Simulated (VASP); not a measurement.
# W (Im-3m) in VASP: single point with PBE

Aim: the single point of W with PBE.

All numbers are computed with VASP 6.6.1; they aren't measurements. Logs are shortened: lines on timing, memory, paths and dates and some standing lists are left out, and cuts for length are marked.

## 1. The cell of the first run

Symmetry: Im-3m, No. 229, cubic system. Conventional cell: a = 3.170 Å, b = 3.170 Å, c = 3.170 Å, α = 90.00°, β = 90.00°, γ = 90.00°. Within 3.6 Å of W (site symmetry m-3m) lie 14 W at 2.75 to 3.17 Å.

## 2. Single point, PBE

INCAR

```
PREC = Accurate
ENCUT = 500
EDIFF = 1E-6
ISMEAR = 0
SIGMA = 0.1
LREAL = F
LASPH = T
NELM = 120
ALGO = Normal
ISIF = 2
LWAVE = F
LCHARG = F
GGA = PE
NBANDS = 13
GGA_COMPAT = F
```

KPOINTS

```
Automatic mesh
0
Gamma
  8 8 8
```

POSCAR

```
W
1.0
   -1.5851577800      1.5851577800      1.5851577800
    1.5851577800     -1.5851577800      1.5851577800
    1.5851577800      1.5851577800     -1.5851577800
W
1
Direct
    0.0000000000      0.0000000000      0.0000000000
```

Potentials or basis: VASP PAW PBE potentials, release 64 (W_sv).

Run with:

```sh
cat potpaw_PBE.64/W_sv/POTCAR > POTCAR
mpirun -np 1 vasp_std > vasp.out
```

OUTCAR:

```text
PREC = Accurate
   ENCUT = 500
   EDIFF = 1E-6
   ISMEAR = 0
   LREAL = F
   LASPH = T
   NELM = 120
   ISIF = 2
   GGA = PE

 ion  position               nearest neighbor table
   1  0.000  0.000  0.000-

  LATTYP: Found a body centered cubic cell.
 ALAT       =     3.1703155600

  Lattice vectors:

 A1 = (  -1.5851577800,   1.5851577800,   1.5851577800)
 A2 = (   1.5851577800,  -1.5851577800,   1.5851577800)
 A3 = (   1.5851577800,   1.5851577800,  -1.5851577800)

Analysis of symmetry for initial positions (statically):
=====================================================================
 Subroutine PRICEL returns:
 Original cell was already a primitive cell.

 Routine SETGRP: Setting up the symmetry group for a
 body centered cubic supercell.

 Subroutine GETGRP returns: Found 48 space group operations
 (whereof 48 operations were pure point group operations)
 out of a pool of 48 trial point group operations.

The static configuration has the point symmetry O_h .

Analysis of symmetry for dynamics (positions and initial velocities):
=====================================================================
 Subroutine PRICEL returns:
 Original cell was already a primitive cell.

 Routine SETGRP: Setting up the symmetry group for a
 body centered cubic supercell.

 Subroutine GETGRP returns: Found 48 space group operations
 (whereof 48 operations were pure point group operations)
 out of a pool of 48 trial point group operations.

The dynamic configuration has the point symmetry O_h .

 Subroutine INISYM returns: Found 48 space group operations
 (whereof 48 operations are pure point group operations),
 and found     1 'primitive' translations

----------------------------------------------------------------------------------------

                                     Primitive cell

  volume of cell :      15.9323

  direct lattice vectors                    reciprocal lattice vectors
    -1.585157780  1.585157780  1.585157780     0.000000000  0.315426014  0.315426014
     1.585157780 -1.585157780  1.585157780     0.315426014  0.000000000  0.315426014
     1.585157780  1.585157780 -1.585157780     0.315426014  0.315426014  0.000000000

  length of vectors
     2.745573813  2.745573813  2.745573813     0.446079747  0.446079747  0.446079747

  position of ions in fractional coordinates (direct lattice)
     0.000000000  0.000000000  0.000000000

  ion indices of the primitive-cell ions
   primitive index   ion index
                 1           1

----------------------------------------------------------------------------------------

 KPOINTS: Automatic mesh

Automatic generation of k-mesh.
 Grid dimensions read from file:
 generate k-points for:    8    8    8

 Generating k-lattice:

  Cartesian coordinates                     Fractional coordinates (reciprocal lattice)
     0.000000000  0.039428252  0.039428252     0.125000000  0.000000000  0.000000000
     0.039428252  0.000000000  0.039428252     0.000000000  0.125000000  0.000000000
     0.039428252  0.039428252  0.000000000     0.000000000  0.000000000  0.125000000

  Length of vectors
     0.055759968  0.055759968  0.055759968

  Shift w.r.t. Gamma in fractional coordinates (k-lattice)
     0.000000000  0.000000000  0.000000000

 Subroutine IBZKPT returns following result:
 ===========================================

 Found     29 irreducible k-points:

 Following reciprocal coordinates:
            Coordinates               Weight
  0.000000  0.000000  0.000000      1.000000
  0.125000  0.000000  0.000000     12.000000
  0.250000  0.000000  0.000000     12.000000
  0.375000  0.000000  0.000000     12.000000
  0.500000  0.000000  0.000000      6.000000
  0.125000  0.125000  0.000000     24.000000
[... 16 lines left out ...]
 -0.250000  0.250000  0.250000      6.000000
 -0.375000  0.375000  0.250000     24.000000
 [... further k-points ...]
   k-points           NKPTS =     29   k-points in BZ     NKDIM =     29   number of bands    NBANDS=     13
   number of dos      NEDOS =    301   number of ions     NIONS =      1
   total plane-waves  NPLWV =   8000
   dimension x,y,z NGX =    20 NGY =   20 NGZ =   20
   dimension x,y,z NGXF=    40 NGYF=   40 NGZF=   40
   ions per type =               1
   NGX,Y,Z   is equivalent  to a cutoff of  12.11, 12.11, 12.11 a.u.
   NGXF,Y,Z  is equivalent  to a cutoff of  24.22, 24.22, 24.22 a.u.
 SYSTEM =  unknown system
   PREC   = accura    normal or accurate (medium, high low for compatibility)
   ISTART =      0    job   : 0-new  1-cont  2-samecut
   ICHARG =      2    charge: 1-file 2-atom 10-const
   ISPIN  =      1    spin polarized calculation?
   LNONCOLLINEAR =      F non collinear calculations
   LSORBIT =      F    spin-orbit coupling
   LASPH  =      T    aspherical Exc in radial PAW
   ENCUT  =  500.0 eV  36.75 Ry    6.06 a.u.   5.01  5.01  5.01*2*pi/ulx,y,z
   NELM   =    120;   NELMIN=  2; NELMDL= -5     # of ELM steps
   EDIFF  = 0.1E-05   stopping-criterion for ELM
   LREAL  =      F    real-space projection
   EDIFFG = 0.1E-04   stopping-criterion for IOM
   NSW    =      0    number of steps for IOM
   IBRION =     -1    ionic relax: 0-MD 1-quasi-New 2-CG
   NFREE  =      0    steps in history (QN), initial steepest desc. (CG)
   ISIF   =      2    stress and relaxation
   ISYM   =      2    0-nonsym 1-usesym 2-fastsym
   POTIM  = 0.5000    time-step for ionic-motion
   TEBEG  =    0.0;   TEEND  =   0.0 temperature during run
   PSTRESS=    0.0 pullay stress
   NELECT =      14.0000    total number of electrons
   NUPDOWN=      -1.0000    fix difference up-down
   EMIN   =  10.00;   EMAX   =-10.00  energy-range for DOS
   EFERMI =   0.00;   METHOD = LEGACY
   ISMEAR =     0;   SIGMA  =   0.10  broadening in eV -4-tet -1-fermi 0-gaus
   EFERMI_NEDOS =   21; number of points for ismear=-14 and -15
   IALGO  =     38    algorithm
   IMIX   =      4    mixing-type and parameters
     AMIX     =   0.40;   BMIX     =  1.00
     AMIX_MAG =   1.60;   BMIX_MAG =  1.00
  volume/ion in A,a.u.               =      15.93       107.52
  Fermi-wavevector in a.u.,A,eV,Ry     =   1.568044  2.963174 33.453504  2.458763
  Thomas-Fermi vector in A             =   2.670134
   LORBIT       =      0    0 simple, 1 ext, 2 COOP (PROOUT), +10 PAW based schemes
   GGA     = PE    functional components
   LHFCALC =     F    Hartree Fock is set to
   AEXX    =    0.0000 exact exchange contribution
   IVDW    =     0    specifies the selected vdW correction
   LEPSILON=     F    determine dielectric tensor
   LRPA    =     F    only Hartree local field effects (RPA)
 non-spin polarized calculation
 Gauss-broadening in eV      SIGMA  =   0.10
  energy-cutoff  :      500.00
  volume of cell :       15.93
 maximum number of plane-waves:       420
   NGX =  9   NGY =  9   NGZ =  9

 number of electron      14.0000003 magnetization

 Free energy of the ion-electron system (eV)
  ---------------------------------------------------
  ext. energy  EPLUGINS =         0.00000000
  ---------------------------------------------------
  free energy    TOTEN  =       -12.95224036 eV

  energy without entropy =      -12.95223887  energy(sigma->0) =      -12.95223962

 E-fermi :  11.1546     XC(G=0): -13.6118

 val. band max:       10.8711596056   @ k =   0.1250   0.0000   0.0000
 cond. band min:      11.4410870344   @ k =  -0.2500   0.2500   0.1250
 fundamental gap:      0.5699274288
 Fermi energy:        11.1545890285

 k-point     1 :       0.0000    0.0000    0.0000
  band No.  band energies     occupation
      1     -62.8170      2.00000
      2     -26.3865      2.00000
      3     -26.3865      2.00000
      4     -26.3865      2.00000
      5       1.7614      2.00000
      6      10.1531      2.00000
      7      10.1531      2.00000
      8      10.1531      2.00000
      9      13.6212      0.00000
     10      13.6212      0.00000
     11      25.8754      0.00000
     12      25.8754      0.00000
     13      25.8754      0.00000

 k-point     2 :       0.1250    0.0000    0.0000
  band No.  band energies     occupation
      1     -62.7980      2.00000
      2     -26.5852      2.00000
      3     -26.4488      2.00000
      4     -26.3875      2.00000
      5       2.4874      2.00000
      6       9.7283      2.00000
      7      10.0062      2.00000
      8      10.8712      1.99994
      9      13.0840      0.00000
     10      13.6370      0.00000
     11      26.4134      0.00000
     12      27.1198      0.00000
     13      27.4545      0.00000

 k-point     3 :       0.2500    0.0000    0.0000
  band No.  band energies     occupation
      1     -62.7518      2.00000
      2     -27.0448      2.00000
      3     -26.5966      2.00000
      4     -26.3899      2.00000
      5       4.1682      2.00000
      6       8.8468      2.00000
      7       9.5269      2.00000
      8      12.8979      0.00000
      9      12.9988      0.00000
     10      13.8092      0.00000
     11      26.1003      0.00000
     12      27.8378      0.00000
     13      30.4095      0.00000

 k-point     4 :       0.3750    0.0000    0.0000
  band No.  band energies     occupation
      1     -62.7053      2.00000
      2     -27.4794      2.00000
      3     -26.7406      2.00000
      4     -26.3925      2.00000
      5       5.1199      2.00000
      6       8.1059      2.00000
      7      10.4606      2.00000
      8      13.5267      0.00000
      9      14.2152      0.00000
     10      15.7177      0.00000
     11      23.9112      0.00000
     12      24.3171      0.00000
     13      30.7820      0.00000

 k-point     5 :       0.5000    0.0000    0.0000
  band No.  band energies     occupation
      1     -62.6858      2.00000
      2     -27.6529      2.00000
      3     -26.7992      2.00000
      4     -26.3935      2.00000
      5       5.1279      2.00000
      6       7.8289      2.00000
      7      12.0296      0.00000
      8      13.5126      0.00000
      9      14.4853      0.00000
     10      17.4795      0.00000
     11      22.3739      0.00000
     12      22.8428      0.00000
     13      28.1345      0.00000

 k-point     6 :       0.1250    0.1250    0.0000
  band No.  band energies     occupation
      1     -62.7653      2.00000
      2     -26.9007      2.00000
      3     -26.5224      2.00000
      4     -26.4341      2.00000
      5       3.7521      2.00000
      6       9.2643      2.00000
      7       9.3338      2.00000
      8      12.3986      0.00000
      9      12.5920      0.00000
     10      13.9693      0.00000
     11      27.3634      0.00000
     12      27.6864      0.00000
     13      29.0271      0.00000

 k-point     7 :       0.2500    0.1250   -0.0000
  band No.  band energies     occupation
      1     -62.7189      2.00000
      2     -27.2956      2.00000
      3     -26.7020      2.00000
      4     -26.4546      2.00000
      5       5.3462      2.00000
      6       8.4566      2.00000
      7       9.1602      2.00000
      8      12.8634      0.00000
      9      14.3304      0.00000
     10      15.0855      0.00000
     11      24.9755      0.00000
     12      26.6758      0.00000
     13      30.5497      0.00000
[... 193 lines left out ...]
 k-point    20 :      -0.3750    0.5000    0.1250
  band No.  band energies     occupation
      1     -62.6615      2.00000
      2     -27.4695      2.00000
      3     -27.0213      2.00000
      4     -26.6220      2.00000
      5       6.6699      2.00000
      6       8.3271      2.00000
      7       9.2406      2.00000
      8      12.3835      0.00000
      9      15.1771      0.00000
     10      18.5619      0.00000
     11      22.1180      0.00000
     12      26.0130      0.00000
     13      28.4716      0.00000

 k-point    21 :      -0.3750   -0.3750    0.1250
  band No.  band energies     occupation
      1     -62.6496      2.00000
      2     -27.3079      2.00000
      3     -27.3079      2.00000
      4     -26.6352      2.00000
      5       7.9196      2.00000
      6       7.9196      2.00000
      7       8.0429      2.00000
      8      14.1951      0.00000
      9      14.1951      0.00000
     10      20.1778      0.00000
     11      22.6372      0.00000
     12      22.6372      0.00000
     13      31.7897      0.00000

 k-point    22 :       0.2500    0.2500    0.2500
  band No.  band energies     occupation
      1     -62.6771      2.00000
      2     -27.0264      2.00000
      3     -27.0264      2.00000
      4     -27.0264      2.00000
      5       8.4181      2.00000
      6       8.4181      2.00000
      7       8.4181      2.00000
      8      14.6494      0.00000
      9      14.6494      0.00000
     10      17.9449      0.00000
     11      23.5677      0.00000
     12      23.5677      0.00000
     13      23.5677      0.00000

 k-point    23 :      -0.2500    0.2500    0.2500
  band No.  band energies     occupation
      1     -62.6947      2.00000
      2     -27.0679      2.00000
      3     -26.8234      2.00000
      4     -26.8234      2.00000
      5       6.1680      2.00000
      6       8.5811      2.00000
      7      10.8426      1.99999
      8      10.8427      1.99999
      9      12.7268      0.00000
     10      14.8423      0.00000
     11      25.8360      0.00000
     12      30.7726      0.00000
     13      30.7726      0.00000

 k-point    24 :      -0.3750    0.3750    0.2500
  band No.  band energies     occupation
      1     -62.6541      2.00000
      2     -27.3330      2.00000
      3     -26.9786      2.00000
      4     -26.8603      2.00000
      5       6.8458      2.00000
      6       7.5721      2.00000
      7      10.8482      1.99999
      8      11.6399      0.00000
      9      15.0786      0.00000
     10      15.7313      0.00000
     11      25.0000      0.00000
     12      27.4923      0.00000
     13      28.6399      0.00000

 [... further k-points ...]
[... 5 lines left out ...]
  --------------------------------------------------------------------------------------
  -------------------------------------------------------------------------------------
  Total        0.4825165      0.4825165      0.4825165     -0.0000000      0.0000000     -0.0000000
  in kB       48.5227391     48.5227391     48.5227391     -0.0000000      0.0000000     -0.0000000
  external PRESSURE =      48.5227391 kB  Pullay stress =       0.0000000 kB

 VOLUME and BASIS-vectors are now :
 -----------------------------------------------------------------------------
  energy-cutoff  :      500.00
  volume of cell :       15.93
      direct lattice vectors                 reciprocal lattice vectors
    -1.585157780  1.585157780  1.585157780     0.000000000  0.315426014  0.315426014
     1.585157780 -1.585157780  1.585157780     0.315426014  0.000000000  0.315426014
     1.585157780  1.585157780 -1.585157780     0.315426014  0.315426014  0.000000000

 POSITION                                       TOTAL-FORCE (eV/Angst)
 -----------------------------------------------------------------------------------
      0.00000      0.00000      0.00000        -0.000000     -0.000000     -0.000000
 -----------------------------------------------------------------------------------
    total drift:                                0.000000      0.000000      0.000000

  FREE ENERGIE OF THE ION-ELECTRON SYSTEM (eV)
  ---------------------------------------------------
  free  energy   TOTEN  =       -12.9522403627 eV

  energy  without entropy=      -12.9522388704  energy(sigma->0) =      -12.95223962
```

Run time: 7.4 s. Hardware: 1 thread of Intel Xeon 8259CL, shared host; peak memory 0.12 GiB.

What came out:

| Property | Result |
| --- | --- |
| Free energy | -12.9522 eV |
| Pressure | 4.9 GPa |
| Band gap on the k mesh | zero (band 7 reaches 16.50 eV, above the bottom of band 8 at 10.15 eV) |

Caveat: spin-orbit coupling is left out, which moves the levels of the heavy elements.
